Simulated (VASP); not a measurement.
A run of VASP 6.6.1:

Contents of INCAR:

```
SYSTEM = InP
PREC = Accurate
ENCUT = 520
EDIFF = 1E-6
ISMEAR = 0
SIGMA = 0.01
LREAL = .FALSE.
LASPH = .TRUE.
NELM = 80
ALGO = Normal
ISIF = 2
LWAVE = .FALSE.
LCHARG = .FALSE.
GGA = PE
NBANDS = 16
```

The input KPOINTS:

```
regular mesh
0
G
  6 6 6
  0 0 0
```

POSCAR

```
InP
1.0
    0.0000000000      2.9563207137      2.9563207137
    2.9563207137      0.0000000000      2.9563207137
    2.9563207137      2.9563207137      0.0000000000
In P
1 1
Direct
    0.0000000000      0.0000000000      0.0000000000
    0.2500000000      0.2500000000      0.2500000000
```

Potentials or basis: VASP PAW PBE potentials, release 64 (In_d, P).

Command:

```console
$ cat potpaw_PBE.64/In_d/POTCAR potpaw_PBE.64/P/POTCAR > POTCAR
$ mpirun -np 1 vasp_std > vasp.out
```

Hardware: 1 thread of Intel(R) Xeon(R) Platinum 8259CL CPU @ 2.50GHz (Skylake/Cascade Lake) (shared host).

Task: Estimate the wall time of this run.

Result: Wall time 14 s on 1 thread of Intel(R) Xeon(R) Platinum 8259CL CPU @ 2.50GHz (Skylake/Cascade Lake) (shared host), peak memory 0.18 GiB. Counts: scf iterations 12, k points 16.
